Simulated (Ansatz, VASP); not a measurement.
**Si2Mo: VASP beside Ansatz**

```
CELL_PARAMETERS angstrom
4.51144 0.00000 0.00000
0.00000 4.51462 0.00000
0.00000 0.00000 20.21733
ATOMIC_POSITIONS crystal
Si 0.50000 0.75247 0.37097
Si 0.00000 0.49717 0.40385
Si 0.00000 0.00212 0.46762
Si 0.50000 0.74682 0.50050
Si 0.50000 0.25177 0.56427
Si 0.00000 0.99647 0.59715
Mo 0.50000 0.24965 0.43573
Mo 0.00000 0.49930 0.53238
Mo 0.50000 0.74894 0.62903
```

Alike in both runs: task single point; functional PBEsol; k mesh 8 × 8 × 1; occupations gaussian, width 0.1 eV; no spin polarisation.

|  | VASP | Ansatz |
| --- | --- | --- |
| version | VASP 6.6.1 | Ansatz 0.2.0 |
| potentials or method | VASP PAW PBE potentials, release 64 (Si, Mo_sv), cutoff 520 eV | scalar-relativistic, plane waves, PAW |
| valence electrons in the cell | 66 | 66 |

```csv
,VASP,Ansatz,Ansatz less VASP
gap on the k mesh at the Fermi level (eV),none,none,-
rms of the force components (eV/Å),0.600,0.606,+0.0056
```

VASP's potentials were made for PBE, not for PBEsol. A gap of «none» marks a metal or a gap that the smearing closes.
